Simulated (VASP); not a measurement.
Write the native input for VASP 6.6.1 that does the following.

| Quantity | Value |
| --- | --- |
| Task | single point |
| Functional | PBEsol |
| Potentials or basis | VASP PAW PBE potentials, release 64 (Al, Ru_pv) |
| Cutoff | 520 eV |
| k mesh | 16 × 16 × 16 |
| Occupations | gaussian, width 0.15 eV |
| Spin | no spin polarisation |
| Dipole correction | no |
| Further INCAR settings | ALGO = Fast; EDIFF = 1e-06; NBANDS = 16 |

The structure of AlRu lies in POSCAR:

```
AlRu
1.0
    3.0813480000      0.0000000000      0.0000000000
    0.0000000000      2.9916000000      0.0000000000
    0.0000000000      0.0000000000      2.9916000000
Al Ru
1 1
Direct
    0.0000000000      0.0000000000      0.0000000000
    0.5000000000      0.5000000000      0.5000000000
```

This cell differs from its parent crystal: strain +0.0300 x Voigt [1, 0, 0, 0, 0, 0].

These files were run (other wordings do the same):

INCAR

```
ALGO = Fast ; EDIFF = 1E-6
ENCUT = 520 ; GGA = PS
ISIF = 2 ; ISMEAR = 0
LASPH = T ; LCHARG = F
LREAL = F ; LWAVE = F
NBANDS = 16 ; NELM = 60
PREC = Accurate ; SIGMA = 0.15
```

KPOINTS

```
k-points
0
Gamma
  16 16 16
```

Potentials or basis: VASP PAW PBE potentials, release 64 (Al, Ru_pv).

Run with:

```sh
$ cat potpaw_PBE.64/Al/POTCAR potpaw_PBE.64/Ru_pv/POTCAR > POTCAR
$ mpirun -np 1 vasp_std > vasp.out
```

Results of the run:

* Pressure: -8.9 GPa
* Band gap on the k mesh: zero (an odd number of electrons rules out a gap without spin polarisation)

Caveat: the cell differs from its parent crystal (strain +0.0300 x Voigt [1, 0, 0, 0, 0, 0]); the cell stands under tension; the PAW data sets were made with another functional, which shifts forces and pressure a little.

It took 110 s on 1 thread of Intel Xeon 8259CL (shared host), peak memory 0.28 GiB.
